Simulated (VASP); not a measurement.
# Si2C (P6_3/mmc) in VASP: a series of runs

Si2C is run at these levels: PBE; tasks: single point, relaxation of cell and atoms.

All numbers are computed with VASP 6.6.1; they aren't measurements. Logs are shortened: lines on timing, memory, paths and dates and some standing lists are left out, and cuts for length are marked.

### 1 The cell of the first run

It takes space group P6_3/mmc (No. 194, hexagonal). The conventional cell has a = 2.931 Å, b = 2.931 Å, c = 8.817 Å, α = 90.00°, β = 90.00°, γ = 120.00°. Within 2.8 Å of Si (site symmetry 3m) lie 3 C at 2.08 Å and 4 Si at 2.42 to 2.61 Å. Within 2.8 Å of C (site symmetry -6m2) lie 6 Si at 2.08 Å.

### 2 Single point, PBE

The input, INCAR:

```
PREC     = Accurate       # precision mode
ENCUT    = 520            # plane-wave cutoff, eV
EDIFF    = 1E-7           # SCF threshold, eV
ISMEAR   = 0              # smearing method
SIGMA    = 0.1            # smearing width, eV
LREAL    = F              # projectors in reciprocal space
LASPH    = T              # aspherical terms in the spheres
NELM     = 80             # most SCF steps
ALGO     = Normal         # electronic algorithm
ISIF     = 2              # what is computed and relaxed
LWAVE    = F              # write WAVECAR
LCHARG   = T              # write CHGCAR
GGA      = PE             # functional
LELF     = T              # ELF
LVHAR    = T            
NBANDS   = 21             # bands
```

The input, KPOINTS:

```
regular mesh
0
Gamma
  6 6 2
```

The input, POSCAR:

```
Si2C
1.0
    2.9306235838     -0.0000000031      0.0000000000
   -1.4653117893      2.5379944741      0.0000000000
    0.0000000000      0.0000000000      8.8170599437
Si C
4 2
Direct
    0.3333333333      0.6666666667      0.6128447851
    0.6666666667      0.3333333333      0.1128447851
    0.3333333333      0.6666666667      0.8871552149
    0.6666666667      0.3333333333      0.3871552149
    0.3333333333      0.6666666667      0.2500000000
    0.6666666667      0.3333333333      0.7500000000
```

Potentials or basis: VASP PAW PBE potentials, release 64 (Si, C).

Launch:

```bash
> cat potpaw_PBE.64/Si/POTCAR potpaw_PBE.64/C/POTCAR > POTCAR
> mpirun -np 1 vasp_std > vasp.out
```

OUTCAR:

```text
PREC = Accurate
   ENCUT = 520
   EDIFF = 1E-7
   ISMEAR = 0
   LREAL = F
   LASPH = T
   NELM = 80
   ISIF = 2
   GGA = PE

 ion  position               nearest neighbor table
   1  0.333  0.667  0.613-   6 2.08   6 2.08   6 2.08   3 2.42   4 2.61   4 2.61   4 2.61
   2  0.667  0.333  0.113-   5 2.08   5 2.08   5 2.08   4 2.42   3 2.61   3 2.61   3 2.61
   3  0.333  0.667  0.887-   6 2.08   6 2.08   6 2.08   1 2.42   2 2.61   2 2.61   2 2.61
   4  0.667  0.333  0.387-   5 2.08   5 2.08   5 2.08   2 2.42   1 2.61   1 2.61   1 2.61
   5  0.333  0.667  0.250-   2 2.08   4 2.08   2 2.08   4 2.08   2 2.08   4 2.08
   6  0.667  0.333  0.750-   1 2.08   3 2.08   1 2.08   3 2.08   1 2.08   3 2.08

  LATTYP: Found a hexagonal cell.
 ALAT       =     2.9306235838
 C/A-ratio  =     3.0085951647

  Lattice vectors:

 A1 = (   2.9306235838,  -0.0000000031,   0.0000000000)
 A2 = (  -1.4653117893,   2.5379944741,   0.0000000000)
 A3 = (   0.0000000000,   0.0000000000,   8.8170599437)

Analysis of symmetry for initial positions (statically):
=====================================================================
 Subroutine PRICEL returns:
 Original cell was already a primitive cell.

 Routine SETGRP: Setting up the symmetry group for a
 hexagonal supercell.

 Subroutine GETGRP returns: Found 24 space group operations
 (whereof 12 operations were pure point group operations)
 out of a pool of 24 trial point group operations.

The static configuration has the point symmetry D_3d.
 The point group associated with its full space group is D_6h.

Analysis of symmetry for dynamics (positions and initial velocities):
=====================================================================
 Subroutine PRICEL returns:
 Original cell was already a primitive cell.

 Routine SETGRP: Setting up the symmetry group for a
 hexagonal supercell.

 Subroutine GETGRP returns: Found 24 space group operations
 (whereof 12 operations were pure point group operations)
 out of a pool of 24 trial point group operations.

The dynamic configuration has the point symmetry D_3d.
 The point group associated with its full space group is D_6h.

 Subroutine INISYM returns: Found 24 space group operations
 (whereof 12 operations are pure point group operations),
 and found     1 'primitive' translations

----------------------------------------------------------------------------------------

                                     Primitive cell

  volume of cell :      65.5805

[... 89 lines left out ...]
   IBRION =     -1    ionic relax: 0-MD 1-quasi-New 2-CG
   NFREE  =      0    steps in history (QN), initial steepest desc. (CG)
   ISIF   =      2    stress and relaxation
   ISYM   =      2    0-nonsym 1-usesym 2-fastsym
   POTIM  = 0.5000    time-step for ionic-motion
   TEBEG  =    0.0;   TEEND  =   0.0 temperature during run
   PSTRESS=    0.0 pullay stress
   NELECT =      24.0000    total number of electrons
   NUPDOWN=      -1.0000    fix difference up-down
   EMIN   =  10.00;   EMAX   =-10.00  energy-range for DOS
   EFERMI =   0.00;   METHOD = LEGACY
   ISMEAR =     0;   SIGMA  =   0.10  broadening in eV -4-tet -1-fermi 0-gaus
   EFERMI_NEDOS =   21; number of points for ismear=-14 and -15
   IALGO  =     38    algorithm
   IMIX   =      4    mixing-type and parameters
     AMIX     =   0.40;   BMIX     =  1.00
     AMIX_MAG =   1.60;   BMIX_MAG =  1.00
  volume/ion in A,a.u.               =      10.93        73.76
  Fermi-wavevector in a.u.,A,eV,Ry     =   1.170992  2.212853 18.656596  1.371221
  Thomas-Fermi vector in A             =   2.307442
   LORBIT       =      0    0 simple, 1 ext, 2 COOP (PROOUT), +10 PAW based schemes
   GGA     = PE    functional components
   LHFCALC =     F    Hartree Fock is set to
   AEXX    =    0.0000 exact exchange contribution
   IVDW    =     0    specifies the selected vdW correction
   LEPSILON=     F    determine dielectric tensor
   LRPA    =     F    only Hartree local field effects (RPA)
 non-spin polarized calculation
 Gauss-broadening in eV      SIGMA  =   0.10
  energy-cutoff  :      520.00
  volume of cell :       65.58
 maximum number of plane-waves:      1820
 NGX is ok and might be reduce to    24
   NGX = 11   NGY = 11   NGZ = 33

 number of electron      24.0000003 magnetization

 Free energy of the ion-electron system (eV)
  ---------------------------------------------------
  ext. energy  EPLUGINS =         0.00000000
  ---------------------------------------------------
  free energy    TOTEN  =       -36.06773640 eV

  energy without entropy =      -36.04622455  energy(sigma->0) =      -36.05698047

 E-fermi :  10.6839     XC(G=0): -11.7447

 val. band max:       10.6816278795   @ k =   0.1667   0.1667   0.5000
 cond. band min:      10.9774216837   @ k =   0.3333   0.3333   0.0000
 fundamental gap:      0.2957938042
 Fermi energy:        10.6839265414

 k-point     1 :       0.0000    0.0000    0.0000
  band No.  band energies     occupation
      1      -6.2393      2.00000
      2      -5.5417      2.00000
      3      -2.4160      2.00000
      4       1.5400      2.00000
      5       1.6600      2.00000
      6       8.3055      2.00000
[... 325 lines left out ...]
     20      19.2049      0.00000
     21      20.3453      0.00000

------------------------ aborting loop because EDIFF is reached ----------------------------------------

  FORCE on cell =-STRESS in cart. coord.  units (eV):
  Direction    XX          YY          ZZ          XY          YZ          ZX
  --------------------------------------------------------------------------------------
  -------------------------------------------------------------------------------------
  Total        0.0782297      0.0782297     -0.0419333     -0.0000000      0.0000000      0.0000000
  in kB        1.9112064      1.9112064     -1.0244606     -0.0000000      0.0000000      0.0000000
  external PRESSURE =       0.9326507 kB  Pullay stress =       0.0000000 kB

 VOLUME and BASIS-vectors are now :
 -----------------------------------------------------------------------------
  energy-cutoff  :      520.00
  volume of cell :       65.58
      direct lattice vectors                 reciprocal lattice vectors
     2.930623584 -0.000000003  0.000000000     0.341224307  0.197005945  0.000000000
    -1.465311789  2.537994474  0.000000000     0.000000000  0.394011890  0.000000000
     0.000000000  0.000000000  8.817059944     0.000000000  0.000000000  0.113416491

 POSITION                                       TOTAL-FORCE (eV/Angst)
 -----------------------------------------------------------------------------------
      0.00000      1.69200      5.40349        -0.000000     -0.000000      0.016635
      1.46531      0.84600      0.99496         0.000000     -0.000000      0.016635
      0.00000      1.69200      7.82210        -0.000000     -0.000000     -0.016635
      1.46531      0.84600      3.41357         0.000000      0.000000     -0.016635
      0.00000      1.69200      2.20426         0.000000     -0.000000      0.000000
      1.46531      0.84600      6.61279        -0.000000      0.000000      0.000000
 -----------------------------------------------------------------------------------
    total drift:                               -0.000000      0.000000     -0.000000

  FREE ENERGIE OF THE ION-ELECTRON SYSTEM (eV)
  ---------------------------------------------------
  free  energy   TOTEN  =       -36.0677363985 eV

  energy  without entropy=      -36.0462245493  energy(sigma->0) =      -36.05698047
```

OSZICAR:

```text
N       E                     dE             d eps       ncg     rms          rms(c)
DAV:   1     0.508993081714E+02    0.50899E+02   -0.10666E+04   588   0.102E+03
DAV:   2    -0.336350710936E+02   -0.84534E+02   -0.81268E+02   739   0.170E+02
DAV:   3    -0.383056361152E+02   -0.46706E+01   -0.46102E+01   771   0.357E+01
DAV:   4    -0.383507268501E+02   -0.45091E-01   -0.44995E-01   738   0.393E+00
DAV:   5    -0.383511522451E+02   -0.42539E-03   -0.42535E-03   774   0.383E-01    0.109E+01
DAV:   6    -0.360490871023E+02    0.23021E+01   -0.60880E+00   685   0.135E+01    0.524E+00
DAV:   7    -0.360877131128E+02   -0.38626E-01   -0.11540E+00   714   0.549E+00    0.232E+00
DAV:   8    -0.360699746333E+02    0.17738E-01   -0.51677E-02   716   0.135E+00    0.666E-01
DAV:   9    -0.360675741651E+02    0.24005E-02   -0.11158E-02   749   0.623E-01    0.131E-01
DAV:  10    -0.360677520479E+02   -0.17788E-03   -0.12237E-03   684   0.185E-01    0.699E-02
DAV:  11    -0.360677370321E+02    0.15016E-04   -0.14105E-04   736   0.664E-02    0.105E-02
DAV:  12    -0.360677363145E+02    0.71763E-06   -0.17137E-05   699   0.240E-02    0.701E-03
DAV:  13    -0.360677363985E+02   -0.84081E-07   -0.57206E-07   748   0.504E-03
   1 F= -.36067736E+02 E0= -.36056980E+02  d E =-.215118E-01
```

It took 15 s on 1 thread of Intel Xeon 6975P-C, shared host; peak memory 0.19 GiB.

What came out:

```yaml
Free_energy: -36.0677 eV
Pressure: 0.1 GPa
Largest_force: 0.017 eV/Å
Band_gap_on_the_k_mesh: zero (band 12 reaches 15.09 eV, above the bottom of band 13 at 7.84 eV)
```

Forces in eV/Å, atoms in the order of the input:
```
Si   0.000  0.000  0.017
Si   0.000  0.000  0.017
Si   0.000  0.000 -0.017
Si   0.000  0.000 -0.017
C    0.000  0.000  0.000
C    0.000  0.000  0.000
```

Caveat: the k points lie up to 0.41 Å⁻¹ apart.

### 3 Single point, PBE

This run uses another cell than the first one, of 11.86 Å³/atom, 1.085 times its volume.

The input, INCAR:

```
SYSTEM = Si2C
  ALGO = Normal
  EDIFF = 1E-7
  ENCUT = 520
  GGA = PE
  ISIF = 2
  ISMEAR = 0
  LASPH = .TRUE.
  LCHARG = .TRUE.
  LELF = .TRUE.
  LREAL = .FALSE.
  LVHAR = .TRUE.
  LWAVE = .FALSE.
  NBANDS = 21
  NELM = 60
  PREC = Accurate
  SIGMA = 0.1
```

The input, KPOINTS:

```
k-points
0
G
  6 6 2
  0 0 0
```

The input, POSCAR:

```
Si2C
1.0
    2.7517682300      0.0000000000      0.0000000000
   -1.3758841100      2.3831011900      0.0000000000
    0.0000000000      0.0000000000     10.8481614500
Si C
4 2
Direct
    0.3333333300      0.6666666700      0.6209999900
    0.6666666700      0.3333333300      0.1209999900
    0.3333333300      0.6666666700      0.8790000100
    0.6666666700      0.3333333300      0.3790000100
    0.3333333300      0.6666666700      0.2500000000
    0.6666666700      0.3333333300      0.7500000000
```

Potentials or basis: VASP PAW PBE potentials, release 64 (Si, C).

Launch:

```bash
> cat potpaw_PBE.64/Si/POTCAR potpaw_PBE.64/C/POTCAR > POTCAR
> mpirun -np 1 vasp_std > vasp.out
```

Run time: 23 s. Hardware: 1 thread of Intel Xeon 6975P-C, shared host; peak memory 0.17 GiB.

It converged, with:

* Free energy: -33.7512 eV
* Pressure: -4.5 GPa
* Largest force: 1.675 eV/Å
* Band gap on the k mesh: zero (band 12 reaches 10.53 eV, above the bottom of band 13 at 7.73 eV)

Forces on the atoms (eV/Å):
```
Si   0.000  0.000  1.675
Si   0.000  0.000  1.675
Si   0.000  0.000 -1.675
Si   0.000  0.000 -1.675
C    0.000  0.000  0.000
C    0.000  0.000  0.000
```

Stress tensor (GPa, compression positive):
```
  2.56   0.00   0.00
  0.00   2.56   0.00
  0.00   0.00 -18.47
```

Levels at points of the mesh, in eV from the Fermi level:
```
           k point  band 9  band 10  band 11  band 12  band 13  band 14  band 15  band 16
(0.00, 0.00, 0.00)    0.88     0.88     0.89     0.89     4.62     8.21     8.53     8.58
(0.50, 0.00, 0.00)   -3.86    -2.88    -1.56    -1.51    -0.06     0.69     0.79     2.60
(0.00, 0.00, 0.50)    0.89     0.89     0.89     0.89     6.73     6.73     8.48     8.48
(0.50, 0.00, 0.50)   -2.50    -2.50    -1.54    -1.54    -1.04    -1.04     2.99     2.99
```

Caveat: the k points lie up to 0.44 Å⁻¹ apart; forces of over 1 eV/Å act on the atoms, so gaps and moduli don't describe the material at rest.

[end of part 1 of 2]
